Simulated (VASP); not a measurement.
# Cd3O (Pm-3n) in VASP: further runs

The runs below take Cd3O through single point, relaxation of cell and atoms, with PBE.

All numbers are computed with VASP 6.6.1; they aren't measurements. Logs are shortened: lines on timing, memory, paths and dates and some standing lists are left out, and cuts for length are marked.

### 1 The cell of the first run

Symmetry: Pm-3n, No. 223, cubic system. Conventional cell: a = 5.474 Å, b = 5.474 Å, c = 5.474 Å, α = 90.00°, β = 90.00°, γ = 90.00°. Within 3.6 Å of Cd (site symmetry -4m2) lie 10 Cd at 2.74 to 3.35 Å and 4 O at 3.06 Å. O (site symmetry m-3) has 12 Cd at 3.06 Å within 4.0 Å.

### 2 Single point, PBE

INCAR

```
SYSTEM = Cd3O
PREC = Accurate
ENCUT = 600
EDIFF = 1E-6
ISMEAR = 0
SIGMA = 0.1
LREAL = .False.
LASPH = .True.
NELM = 120
ALGO = Normal
ISIF = 2
LWAVE = .False.
LCHARG = .False.
GGA = PE
NBANDS = 52
GGA_COMPAT = .False.
```

KPOINTS

```
regular mesh
0
Gamma
  4 4 4
  0 0 0
```

POSCAR

```
Cd3O
1.0
    5.4737182877      0.0000000000      0.0000000000
    0.0000000000      5.4737182877      0.0000000000
    0.0000000000      0.0000000000      5.4737182877
Cd O
6 2
Direct
    0.0000000000      0.5000000000      0.2500000000
    0.0000000000      0.5000000000      0.7500000000
    0.2500000000      0.0000000000      0.5000000000
    0.7500000000      0.0000000000      0.5000000000
    0.5000000000      0.7500000000      0.0000000000
    0.5000000000      0.2500000000      0.0000000000
    0.0000000000      0.0000000000      0.0000000000
    0.5000000000      0.5000000000      0.5000000000
```

Potentials or basis: VASP PAW PBE potentials, release 64 (Cd, O).

Command:

```sh
cat potpaw_PBE.64/Cd/POTCAR potpaw_PBE.64/O/POTCAR > POTCAR
mpirun -np 1 vasp_std > vasp.out
```

OUTCAR:

```text
SYSTEM = Cd3O
   PREC = Accurate
   ENCUT = 600
   EDIFF = 1E-6
   ISMEAR = 0
   LREAL = .False.
   LASPH = .True.
   NELM = 120
   ISIF = 2
   GGA = PE

 ion  position               nearest neighbor table
   1  0.000  0.500  0.250-   2 2.74   2 2.74   4 3.35   5 3.35   6 3.35   3 3.35   3 3.35   4 3.35
                             5 3.35   6 3.35
   2  0.000  0.500  0.750-   1 2.74   1 2.74   4 3.35   5 3.35   6 3.35   3 3.35   3 3.35   4 3.35
                             5 3.35   6 3.35
   3  0.250  0.000  0.500-   4 2.74   4 2.74   1 3.35   5 3.35   6 3.35   5 3.35   6 3.35   1 3.35
                             2 3.35   2 3.35
   4  0.750  0.000  0.500-   3 2.74   3 2.74   1 3.35   5 3.35   6 3.35   5 3.35   6 3.35   1 3.35
                             2 3.35   2 3.35
   5  0.500  0.750  0.000-   6 2.74   6 2.74   3 3.35   4 3.35   1 3.35   3 3.35   4 3.35   2 3.35
                             1 3.35   2 3.35
   6  0.500  0.250  0.000-   5 2.74   5 2.74   3 3.35   4 3.35   1 3.35   3 3.35   4 3.35   2 3.35
                             1 3.35   2 3.35
   7  0.000  0.000  0.000-
   8  0.500  0.500  0.500-

  LATTYP: Found a simple cubic cell.
 ALAT       =     5.4737182877

  Lattice vectors:

 A1 = (   5.4737182877,   0.0000000000,   0.0000000000)
 A2 = (   0.0000000000,   5.4737182877,   0.0000000000)
 A3 = (   0.0000000000,   0.0000000000,   5.4737182877)

Analysis of symmetry for initial positions (statically):
=====================================================================
 Subroutine PRICEL returns:
 Original cell was already a primitive cell.

 Routine SETGRP: Setting up the symmetry group for a
 simple cubic supercell.

 Subroutine GETGRP returns: Found 48 space group operations
 (whereof 24 operations were pure point group operations)
 out of a pool of 48 trial point group operations.

The static configuration has the point symmetry T_h .
 The point group associated with its full space group is O_h .

Analysis of symmetry for dynamics (positions and initial velocities):
=====================================================================
 Subroutine PRICEL returns:
 Original cell was already a primitive cell.

 Routine SETGRP: Setting up the symmetry group for a
 simple cubic supercell.

 Subroutine GETGRP returns: Found 48 space group operations
 (whereof 24 operations were pure point group operations)
 out of a pool of 48 trial point group operations.

The dynamic configuration has the point symmetry T_h .
 The point group associated with its full space group is O_h .

 Subroutine INISYM returns: Found 48 space group operations
 (whereof 24 operations are pure point group operations),
 and found     1 'primitive' translations

----------------------------------------------------------------------------------------

                                     Primitive cell

  volume of cell :     164.0013

  direct lattice vectors                    reciprocal lattice vectors
     5.473718288  0.000000000  0.000000000     0.182691170  0.000000000  0.000000000
     0.000000000  5.473718288  0.000000000     0.000000000  0.182691170  0.000000000
     0.000000000  0.000000000  5.473718288     0.000000000  0.000000000  0.182691170

  length of vectors
     5.473718288  5.473718288  5.473718288     0.182691170  0.182691170  0.182691170

  position of ions in fractional coordinates (direct lattice)
     0.000000000  0.500000000  0.250000000
     0.000000000  0.500000000  0.750000000
     0.250000000  0.000000000  0.500000000
     0.750000000  0.000000000  0.500000000
     0.500000000  0.750000000  0.000000000
     0.500000000  0.250000000  0.000000000
     0.000000000  0.000000000  0.000000000
     0.500000000  0.500000000  0.500000000

  ion indices of the primitive-cell ions
   primitive index   ion index
                 1           1
                 2           2
                 3           3
                 4           4
                 5           5
                 6           6
                 7           7
                 8           8

----------------------------------------------------------------------------------------

 KPOINTS: regular mesh

Automatic generation of k-mesh.
 Grid dimensions read from file:
 generate k-points for:    4    4    4

 Generating k-lattice:

  Cartesian coordinates                     Fractional coordinates (reciprocal lattice)
     0.045672793  0.000000000  0.000000000     0.250000000  0.000000000  0.000000000
     0.000000000  0.045672793  0.000000000     0.000000000  0.250000000  0.000000000
     0.000000000  0.000000000  0.045672793     0.000000000  0.000000000  0.250000000

  Length of vectors
     0.045672793  0.045672793  0.045672793

  Shift w.r.t. Gamma in fractional coordinates (k-lattice)
     0.000000000  0.000000000  0.000000000

 Subroutine IBZKPT returns following result:
 ===========================================

 Found     10 irreducible k-points:

 Following reciprocal coordinates:
            Coordinates               Weight
  0.000000  0.000000  0.000000      1.000000
  0.250000  0.000000  0.000000      6.000000
  0.500000  0.000000  0.000000      3.000000
  0.250000  0.250000  0.000000     12.000000
  0.500000  0.250000  0.000000     12.000000
  0.500000  0.500000  0.000000      3.000000
  0.250000  0.250000  0.250000      8.000000
  0.500000  0.250000  0.250000     12.000000
  0.500000  0.500000  0.250000      6.000000
  0.500000  0.500000  0.500000      1.000000
   k-points           NKPTS =     10   k-points in BZ     NKDIM =     10   number of bands    NBANDS=     52
   number of dos      NEDOS =    301   number of ions     NIONS =      8
   total plane-waves  NPLWV = 110592
   dimension x,y,z NGX =    48 NGY =   48 NGZ =   48
   dimension x,y,z NGXF=    96 NGYF=   96 NGZF=   96
   ions per type =               6   2
   NGX,Y,Z   is equivalent  to a cutoff of  14.58, 14.58, 14.58 a.u.
   NGXF,Y,Z  is equivalent  to a cutoff of  29.16, 29.16, 29.16 a.u.
 SYSTEM =  Cd3O
   PREC   = accura    normal or accurate (medium, high low for compatibility)
   ISTART =      0    job   : 0-new  1-cont  2-samecut
   ICHARG =      2    charge: 1-file 2-atom 10-const
   ISPIN  =      1    spin polarized calculation?
   LNONCOLLINEAR =      F non collinear calculations
   LSORBIT =      F    spin-orbit coupling
   LASPH  =      T    aspherical Exc in radial PAW
   ENCUT  =  600.0 eV  44.10 Ry    6.64 a.u.  10.93 10.93 10.93*2*pi/ulx,y,z
   NELM   =    120;   NELMIN=  2; NELMDL= -5     # of ELM steps
   EDIFF  = 0.1E-05   stopping-criterion for ELM
   LREAL  =      F    real-space projection
   EDIFFG = 0.1E-04   stopping-criterion for IOM
   NSW    =      0    number of steps for IOM
   IBRION =     -1    ionic relax: 0-MD 1-quasi-New 2-CG
   NFREE  =      0    steps in history (QN), initial steepest desc. (CG)
   ISIF   =      2    stress and relaxation
   ISYM   =      2    0-nonsym 1-usesym 2-fastsym
   POTIM  = 0.5000    time-step for ionic-motion
   TEBEG  =    0.0;   TEEND  =   0.0 temperature during run
   PSTRESS=    0.0 pullay stress
   NELECT =      84.0000    total number of electrons
   NUPDOWN=      -1.0000    fix difference up-down
   EMIN   =  10.00;   EMAX   =-10.00  energy-range for DOS
   EFERMI =   0.00;   METHOD = LEGACY
   ISMEAR =     0;   SIGMA  =   0.10  broadening in eV -4-tet -1-fermi 0-gaus
   EFERMI_NEDOS =   21; number of points for ismear=-14 and -15
   IALGO  =     38    algorithm
   IMIX   =      4    mixing-type and parameters
     AMIX     =   0.40;   BMIX     =  1.00
     AMIX_MAG =   1.60;   BMIX_MAG =  1.00
  volume/ion in A,a.u.               =      20.50       138.34
  Fermi-wavevector in a.u.,A,eV,Ry     =   1.309842  2.475242 23.343316  1.715685
  Thomas-Fermi vector in A             =   2.440413
   LORBIT       =      0    0 simple, 1 ext, 2 COOP (PROOUT), +10 PAW based schemes
   GGA     = PE    functional components
   LHFCALC =     F    Hartree Fock is set to
   AEXX    =    0.0000 exact exchange contribution
   IVDW    =     0    specifies the selected vdW correction
   LEPSILON=     F    determine dielectric tensor
   LRPA    =     F    only Hartree local field effects (RPA)
 non-spin polarized calculation
 Gauss-broadening in eV      SIGMA  =   0.10
  energy-cutoff  :      600.00
  volume of cell :      164.00
 maximum number of plane-waves:      5520
 NGX is ok and might be reduce to    48
   NGX = 21   NGY = 21   NGZ = 21

 number of electron      83.9999956 magnetization

 Free energy of the ion-electron system (eV)
  ---------------------------------------------------
  ext. energy  EPLUGINS =         0.00000000
  ---------------------------------------------------
  free energy    TOTEN  =       -13.36665677 eV

  energy without entropy =      -13.33408643  energy(sigma->0) =      -13.35037160

 E-fermi :   1.5980     XC(G=0): -10.4218

 val. band max:        1.5306244202   @ k =   0.2500   0.2500   0.0000
 cond. band min:       1.6407413840   @ k =   0.2500   0.2500   0.0000
 fundamental gap:      0.1101169638
 Fermi energy:         1.5980330494

 k-point     1 :       0.0000    0.0000    0.0000
  band No.  band energies     occupation
      1     -14.4654      2.00000
      2     -14.4111      2.00000
      3      -8.1100      2.00000
      4      -8.0938      2.00000
      5      -8.0938      2.00000
      6      -7.6912      2.00000
[... 44 lines left out ...]
     51       6.0230      0.00000
     52       6.0230      0.00000

 k-point     2 :       0.2500    0.0000    0.0000
  band No.  band energies     occupation
      1     -14.4532      2.00000
      2     -14.4151      2.00000
      3      -8.1051      2.00000
      4      -8.0957      2.00000
      5      -7.8271      2.00000
      6      -7.6377      2.00000
[... 44 lines left out ...]
     51       7.5184      0.00000
     52       7.5184      0.00000
[... 383 lines left out ...]
     51       8.3098      0.00000
     52       8.3098      0.00000

 k-point    10 :       0.5000    0.5000    0.5000
  band No.  band energies     occupation
      1     -14.4167      2.00000
      2     -14.4167      2.00000
      3      -7.2555      2.00000
      4      -7.2555      2.00000
      5      -7.2555      2.00000
      6      -7.2555      2.00000
[... 44 lines left out ...]
     51       9.1015      0.00000
     52       9.1015      0.00000

------------------------ aborting loop because EDIFF is reached ----------------------------------------

  FORCE on cell =-STRESS in cart. coord.  units (eV):
  Direction    XX          YY          ZZ          XY          YZ          ZX
  --------------------------------------------------------------------------------------
  -------------------------------------------------------------------------------------
  Total       -3.7711974     -3.7711974     -3.7711974      0.0000000      0.0000000      0.0000000
  in kB      -36.8419427    -36.8419427    -36.8419427      0.0000000      0.0000000      0.0000000
  external PRESSURE =     -36.8419427 kB  Pullay stress =       0.0000000 kB

 VOLUME and BASIS-vectors are now :
 -----------------------------------------------------------------------------
  energy-cutoff  :      600.00
  volume of cell :      164.00
      direct lattice vectors                 reciprocal lattice vectors
     5.473718288  0.000000000  0.000000000     0.182691170  0.000000000  0.000000000
     0.000000000  5.473718288  0.000000000     0.000000000  0.182691170  0.000000000
     0.000000000  0.000000000  5.473718288     0.000000000  0.000000000  0.182691170

 POSITION                                       TOTAL-FORCE (eV/Angst)
 -----------------------------------------------------------------------------------
      0.00000      2.73686      1.36843         0.000000     -0.000000     -0.000000
      0.00000      2.73686      4.10529        -0.000000     -0.000000     -0.000000
      1.36843      0.00000      2.73686         0.000000      0.000000      0.000000
      4.10529      0.00000      2.73686        -0.000000      0.000000     -0.000000
      2.73686      4.10529      0.00000         0.000000      0.000000      0.000000
      2.73686      1.36843      0.00000        -0.000000     -0.000000     -0.000000
      0.00000      0.00000      0.00000        -0.000000     -0.000000     -0.000000
      2.73686      2.73686      2.73686        -0.000000     -0.000000     -0.000000
 -----------------------------------------------------------------------------------
    total drift:                                0.000000     -0.000000      0.000000

  FREE ENERGIE OF THE ION-ELECTRON SYSTEM (eV)
  ---------------------------------------------------
  free  energy   TOTEN  =       -13.3666567697 eV

  energy  without entropy=      -13.3340864335  energy(sigma->0) =      -13.35037160
```

Wall time 68 s (1 thread of Intel Xeon 6975P-C (Granite Rapids), shared host); peak memory 0.35 GiB.

Results:

```
Free energy            : -13.3667 eV
Pressure               : -3.7 GPa
Band gap on the k mesh : zero (band 42 reaches 3.06 eV, above the bottom of band 43 at 1.44 eV)
```

Levels at points of the mesh, in eV from the Fermi level:
| k point | band 39 | band 40 | band 41 | band 42 | band 43 | band 44 | band 45 | band 46 |
| --- | --- | --- | --- | --- | --- | --- | --- | --- |
| (0.00, 0.00, 0.00) | -1.56 | -1.56 | -1.56 | 1.46 | 1.46 | 1.46 | 2.28 | 2.28 |
| (0.50, 0.00, 0.00) | -1.26 | -1.26 | -1.06 | -1.06 | 1.55 | 1.55 | 1.90 | 1.90 |
| (0.50, 0.50, 0.00) | -2.00 | -1.82 | -0.21 | -0.13 | 1.31 | 1.38 | 1.39 | 1.78 |
| (0.50, 0.50, 0.50) | -0.16 | -0.16 | -0.16 | -0.16 | -0.16 | -0.16 | 0.94 | 0.94 |

### 3 Relaxation of cell and atoms, PBE

This run uses another cell than the first one, of 18.95 Å³/atom, 0.924 times its volume.

INCAR

```
ALGO     = Normal         # electronic algorithm
EDIFF    = 1E-7           # SCF threshold, eV
EDIFFG   = -0.01          # ionic threshold
ENCUT    = 600            # plane-wave cutoff, eV
GGA      = PE             # functional
GGA_COMPAT= F            
IBRION   = 2              # ionic algorithm
ISIF     = 3              # what is computed and relaxed
ISMEAR   = 0              # smearing method
LASPH    = T              # aspherical terms in the spheres
LCHARG   = F              # write CHGCAR
LREAL    = F              # projectors in reciprocal space
LWAVE    = F              # write WAVECAR
NELM     = 120            # most SCF steps
NELMIN   = 4            
NSW      = 100            # ionic steps
PREC     = Accurate       # precision mode
SIGMA    = 0.1            # smearing width, eV
```

KPOINTS

```
k-points
0
Gamma
  8 8 8
```

POSCAR: that of step 2 with these lines changed.

```diff
@@ -2,5 +2,5 @@
 1.0
-    5.4737182877      0.0000000000      0.0000000000
-    0.0000000000      5.4737182877      0.0000000000
-    0.0000000000      0.0000000000      5.4737182877
+    5.3320443883      0.0000000000      0.0000000000
+    0.0000000000      5.3320443883      0.0000000000
+    0.0000000000      0.0000000000      5.3320443883
 Cd O
```

Potentials or basis: VASP PAW PBE potentials, release 64 (Cd, O).

Command:

```sh
cat potpaw_PBE.64/Cd/POTCAR potpaw_PBE.64/O/POTCAR > POTCAR
mpirun -np 1 vasp_std > vasp.out
```

Wall time 5.1 min (1 thread of Intel Xeon 6975P-C (Granite Rapids), shared host); peak memory 0.48 GiB.

The run converged. Its results:

```
Free energy                            : -13.5171 eV
Relaxed volume                         : 19.04 Å³/atom
Relaxed cell                           : a = 5.341 Å, b = 5.341 Å, c = 5.341 Å, α = 90.00°, β = 90.00°, γ = 90.00°
Space group after relaxing (to 0.05 Å) : Pm-3n (No. 223)
Energy gained by relaxing              : 0.1 meV/atom
Ionic steps                            : 2
Pressure after relaxing                : 0.0 GPa
Band gap on the k mesh                 : zero (band 42 reaches 3.69 eV, above the bottom of band 43 at 1.98 eV)
```

The path:
| step | energy change (eV) | largest force (eV/Å) | pressure (GPa) | volume (Å³) |
| --- | --- | --- | --- | --- |
| 1 | 0.0000 | 0.0000 | 0.29 | 151.59 |
| 2 | -0.0006 | 0.0000 | -0.02 | 152.34 |

Final structure:
```
Cd O
1.0
     5.34079    0.00000    0.00000
     0.00000    5.34079    0.00000
     0.00000    0.00000    5.34079
Cd O
6 2
Direct
  0.00000 0.50000 0.25000
  0.00000 0.50000 0.75000
  0.25000 0.00000 0.50000
  0.75000 0.00000 0.50000
  0.50000 0.75000 0.00000
  0.50000 0.25000 0.00000
  0.00000 0.00000 0.00000
  0.50000 0.50000 0.50000
```

Levels at points of the mesh, in eV from the Fermi level:
| k point | band 40 | band 41 | band 42 | band 43 | band 44 | band 45 |
| --- | --- | --- | --- | --- | --- | --- |
| (0.00, 0.00, 0.00) | -1.68 | -1.68 | 1.62 | 1.62 | 1.62 | 2.52 |
| (0.50, 0.00, 0.00) | -1.32 | -1.02 | -1.02 | 1.61 | 1.61 | 2.14 |
| (0.50, 0.50, 0.00) | -1.93 | -0.17 | -0.06 | 1.39 | 1.48 | 1.63 |
| (0.50, 0.50, 0.50) | -0.09 | -0.09 | -0.09 | -0.09 | -0.09 | 0.94 |
